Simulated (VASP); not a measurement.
# NbAs (base) (I4_1md) in VASP: density of states with PBE

Aim: the density of states of NbAs (base) with PBE.

Program: VASP 6.6.1. These are calculated values, not measurements. Logs are shortened: lines on timing, memory, paths and dates and some standing lists are left out, and cuts for length are marked.

## (1) The cell of the first run

It takes space group I4_1md (No. 109, tetragonal). Conventional cell: a = 3.473 Å, b = 3.473 Å, c = 11.749 Å, α = 90.00°, β = 90.00°, γ = 90.00°. Nb (site symmetry 2mm) has 6 As at 2.63 to 2.64 Å and 8 Nb at 3.41 to 3.47 Å within 3.5 Å. As (site symmetry 2mm) has 6 Nb at 2.63 to 2.64 Å and 8 As at 3.41 to 3.47 Å within 3.5 Å.

## (2) Density of states, PBE

The input, POSCAR:

```
NbAs
1.0
   -1.7367377525      1.7367377525      5.8747371940
    1.7367377525     -1.7367377525      5.8747371940
    1.7367377525      1.7367377525     -5.8747371940
Nb As
2 2
Direct
   -0.0011064977     -0.0011064977      0.0000000000
    0.7488935023      0.2488935023      0.5000000000
    0.4171064977      0.4171064977      0.0000000000
    0.1671064977      0.6671064977      0.5000000000
```

The input, INCAR.step1:

```
SYSTEM = NbAs
ALGO = Normal
EDIFF = 1E-6
ENCUT = 400
GGA = PE
GGA_COMPAT = .FALSE.
ISIF = 2
ISMEAR = 0
LASPH = .TRUE.
LCHARG = .TRUE.
LMAXMIX = 4
LORBIT = 11
LREAL = .FALSE.
LWAVE = .FALSE.
NBANDS = 26
NEDOS = 2001
NELM = 120
PREC = Accurate
SIGMA = 0.1
```

The input, KPOINTS.step1:

```
k-points
0
G
  16 16 16
  0 0 0
```

The input, INCAR.step2:

```
SYSTEM = NbAs
ALGO = Normal
EDIFF = 1E-6
ENCUT = 400
GGA = PE
GGA_COMPAT = .FALSE.
ICHARG = 11
ISIF = 2
ISMEAR = -5
LASPH = .TRUE.
LCHARG = .FALSE.
LMAXMIX = 4
LORBIT = 11
LREAL = .FALSE.
LWAVE = .FALSE.
NEDOS = 2001
NELM = 120
PREC = Accurate
SIGMA = 0.1
```

The input, KPOINTS.step2:

```
k-points
0
G
  24 24 24
  0 0 0
```

Potentials or basis: VASP PAW PBE potentials, release 64 (Nb_sv, As).

Started as:

```
> cat potpaw_PBE.64/Nb_sv/POTCAR potpaw_PBE.64/As/POTCAR > POTCAR
> cp INCAR.step1 INCAR
> cp KPOINTS.step1 KPOINTS
> mpirun -np 1 vasp_std > vasp.out
> cp INCAR.step2 INCAR
> cp KPOINTS.step2 KPOINTS
> mpirun -np 1 vasp_std > vasp.out
```

OUTCAR:

```text
SYSTEM = NbAs
   EDIFF = 1E-6
   ENCUT = 400
   GGA = PE
   ICHARG = 11
   ISIF = 2
   ISMEAR = -5
   LASPH = .TRUE.
   LORBIT = 11
   LREAL = .FALSE.
   NELM = 120
   PREC = Accurate

 ion  position               nearest neighbor table
   1  0.999  0.999  0.000-   4 2.63   4 2.63   3 2.64   3 2.64   3 2.64   3 2.64
   2  0.749  0.249  0.500-   3 2.63   3 2.63   4 2.64   4 2.64   4 2.64   4 2.64
   3  0.417  0.417  0.000-   2 2.63   2 2.63   1 2.64   1 2.64   1 2.64   1 2.64
   4  0.167  0.667  0.500-   1 2.63   1 2.63   2 2.64   2 2.64   2 2.64   2 2.64

  LATTYP: Found a body centered tetragonal cell.
 ALAT       =     3.4734755050
 C/A-ratio  =     3.3826276797

  Lattice vectors:

 A1 = (  -1.7367377525,   1.7367377525,   5.8747371940)
 A2 = (   1.7367377525,  -1.7367377525,   5.8747371940)
 A3 = (   1.7367377525,   1.7367377525,  -5.8747371940)

Analysis of symmetry for initial positions (statically):
=====================================================================
 Subroutine PRICEL returns:
 Original cell was already a primitive cell.

 Routine SETGRP: Setting up the symmetry group for a
 body centered tetragonal supercell.

 Subroutine GETGRP returns: Found  8 space group operations
 (whereof  4 operations were pure point group operations)
 out of a pool of 16 trial point group operations.

The static configuration has the point symmetry C_2v.
 The point group associated with its full space group is C_4v.

Analysis of symmetry for dynamics (positions and initial velocities):
=====================================================================
 Subroutine PRICEL returns:
 Original cell was already a primitive cell.

 Routine SETGRP: Setting up the symmetry group for a
 body centered tetragonal supercell.

 Subroutine GETGRP returns: Found  8 space group operations
 (whereof  4 operations were pure point group operations)
 out of a pool of 16 trial point group operations.

The dynamic configuration has the point symmetry C_2v.
 The point group associated with its full space group is C_4v.

 Subroutine INISYM returns: Found  8 space group operations
 (whereof  4 operations are pure point group operations),
 and found     1 'primitive' translations

----------------------------------------------------------------------------------------

                                     Primitive cell

  volume of cell :      70.8789

  direct lattice vectors                    reciprocal lattice vectors
    -1.736737753  1.736737753  5.874737194     0.000000000  0.287896085  0.085110190
     1.736737753 -1.736737753  5.874737194     0.287896085  0.000000000  0.085110190
[... 104 lines left out ...]
   EMIN   =  10.00;   EMAX   =-10.00  energy-range for DOS
   EFERMI =   0.00;   METHOD = LEGACY
   ISMEAR =    -5;   SIGMA  =   0.10  broadening in eV -4-tet -1-fermi 0-gaus
   EFERMI_NEDOS =   21; number of points for ismear=-14 and -15
   IALGO  =     38    algorithm
   IMIX   =      4    mixing-type and parameters
     AMIX     =   0.40;   BMIX     =  1.00
     AMIX_MAG =   1.60;   BMIX_MAG =  1.00
  volume/ion in A,a.u.               =      17.72       119.58
  Fermi-wavevector in a.u.,A,eV,Ry     =   1.306181  2.468324 23.213019  1.706109
  Thomas-Fermi vector in A             =   2.437000
   LORBIT       =     11    0 simple, 1 ext, 2 COOP (PROOUT), +10 PAW based schemes
   GGA     = PE    functional components
   LHFCALC =     F    Hartree Fock is set to
   AEXX    =    0.0000 exact exchange contribution
   IVDW    =     0    specifies the selected vdW correction
   LEPSILON=     F    determine dielectric tensor
   LRPA    =     F    only Hartree local field effects (RPA)
 non-spin polarized calculation
 Fermi weights with tetrahedron method with Bloechl corrections
  energy-cutoff  :      400.00
  volume of cell :       70.88
 maximum number of plane-waves:      1304
 NGX is ok and might be reduce to    42

 number of electron      36.0000000 magnetization

 Free energy of the ion-electron system (eV)
  ---------------------------------------------------
  ext. energy  EPLUGINS =         0.00000000
  ---------------------------------------------------
  free energy    TOTEN  =       -32.53672138 eV

  energy without entropy =      -32.53672138  energy(sigma->0) =      -32.53672138

 E-fermi :   9.4287     XC(G=0): -11.7589

 val. band max:        9.4757719320   @ k =  -0.3750   0.4167   0.3750
 cond. band min:       9.4028847073   @ k =  -0.1667   0.3333   0.1667
 fundamental gap:     -0.0728872247
 Fermi energy:         9.4286947774

 k-point     1 :       0.0000    0.0000    0.0000
  band No.  band energies     occupation
      1     -45.7518      2.00000
      2     -45.7258      2.00000
      3     -21.9476      2.00000
      4     -21.8583      2.00000
      5     -21.8583      2.00000
      6     -21.7125      2.00000
[... 589 lines left out ...]
     21      11.4209      0.00000
     22      11.7296      0.00000

 [... further k-points ...]

------------------------ aborting loop because EDIFF is reached ----------------------------------------

  FORCE on cell =-STRESS in cart. coord.  units (eV):
  Direction    XX          YY          ZZ          XY          YZ          ZX
  --------------------------------------------------------------------------------------
  -------------------------------------------------------------------------------------
  Total       -0.1024633     -0.1024633     -0.1222345      0.0000000      0.0000000      0.0000000
  in kB       -2.3161261     -2.3161261     -2.7630425      0.0000000      0.0000000      0.0000000
  external PRESSURE =      -2.4650982 kB  Pullay stress =       0.0000000 kB

 VOLUME and BASIS-vectors are now :
 -----------------------------------------------------------------------------
  energy-cutoff  :      400.00
  volume of cell :       70.88
      direct lattice vectors                 reciprocal lattice vectors
    -1.736737753  1.736737753  5.874737194     0.000000000  0.287896085  0.085110190
     1.736737753 -1.736737753  5.874737194     0.287896085  0.000000000  0.085110190
     1.736737753  1.736737753 -5.874737194     0.287896085  0.287896085  0.000000000

 POSITION                                       TOTAL-FORCE (eV/Angst)
 -----------------------------------------------------------------------------------
      0.00000      0.00000     11.73647        -0.000000     -0.000000     -0.002188
     -0.00000      1.73674      2.92437        -0.000000     -0.000000     -0.002188
      0.00000      0.00000      4.90078         0.000000      0.000000      0.002188
      1.73674      0.00000      1.96341        -0.000000     -0.000000      0.002188
 -----------------------------------------------------------------------------------
    total drift:                               -0.000001     -0.000001     -0.000225

  FREE ENERGIE OF THE ION-ELECTRON SYSTEM (eV)
  ---------------------------------------------------
  free  energy   TOTEN  =       -32.5367213815 eV

  energy  without entropy=      -32.5367213815  energy(sigma->0) =      -32.53672138

 total charge

# of ion       s       p       d       tot
------------------------------------------
    1        2.144   6.009   2.475  10.629
    2        2.144   6.009   2.475  10.629
    3        1.199   1.631   0.072   2.902
    4        1.199   1.631   0.072   2.902
--------------------------------------------------
tot          6.686  15.281   5.095  27.062
```

OUTCAR.step1:

```text
SYSTEM = NbAs
   EDIFF = 1E-6
   ENCUT = 400
   GGA = PE
   ISIF = 2
   ISMEAR = 0
   LASPH = .TRUE.
   LORBIT = 11
   LREAL = .FALSE.
   NELM = 120
   PREC = Accurate

 ion  position               nearest neighbor table
[... 928 lines left out ...]

  FREE ENERGIE OF THE ION-ELECTRON SYSTEM (eV)
  ---------------------------------------------------
  free  energy   TOTEN  =       -32.5365308422 eV

  energy  without entropy=      -32.5337735761  energy(sigma->0) =      -32.53515221

 total charge

# of ion       s       p       d       tot
------------------------------------------
    1        2.144   6.009   2.476  10.629
    2        2.144   6.009   2.476  10.629
    3        1.199   1.631   0.072   2.902
    4        1.199   1.631   0.072   2.902
--------------------------------------------------
tot          6.686  15.281   5.095  27.062
```

OSZICAR.step1:

```text
N       E                     dE             d eps       ncg     rms          rms(c)
DAV:   1     0.284944670784E+03    0.28494E+03   -0.16331E+04 18324   0.112E+03
DAV:   2    -0.137193592747E+02   -0.29866E+03   -0.29128E+03 22526   0.412E+02
DAV:   3    -0.332419207481E+02   -0.19523E+02   -0.19216E+02 32352   0.821E+01
DAV:   4    -0.344844309577E+02   -0.12425E+01   -0.12365E+01 27694   0.168E+01
DAV:   5    -0.345109941375E+02   -0.26563E-01   -0.26543E-01 28988   0.262E+00    0.111E+01
DAV:   6    -0.325484529851E+02    0.19625E+01   -0.67551E+00 27274   0.173E+01    0.307E+00
DAV:   7    -0.325443159313E+02    0.41371E-02   -0.42017E-01 25836   0.345E+00    0.193E+00
DAV:   8    -0.325361000910E+02    0.82158E-02   -0.57777E-02 27922   0.139E+00    0.359E-01
DAV:   9    -0.325363693800E+02   -0.26929E-03   -0.52483E-03 28760   0.410E-01    0.221E-01
DAV:  10    -0.325365494668E+02   -0.18009E-03   -0.98177E-04 23704   0.273E-01    0.269E-02
DAV:  11    -0.325365359800E+02    0.13487E-04   -0.52184E-05 30154   0.501E-02    0.138E-02
DAV:  12    -0.325365305979E+02    0.53822E-05   -0.55910E-06 24088   0.224E-02    0.438E-03
DAV:  13    -0.325365308422E+02   -0.24433E-06   -0.23474E-07 12356   0.488E-03
   1 F= -.32536531E+02 E0= -.32535152E+02  d E =-.275727E-02
```

It took 21 min on 1 thread of Intel Xeon 6975P-C (Granite Rapids), shared host; peak memory 1.1 GiB.

Results:

- Valence electrons inside the program's atomic spheres: Nb 10.63; As 2.90

Caveat: tetrahedron occupations give inexact forces and stress in metals.
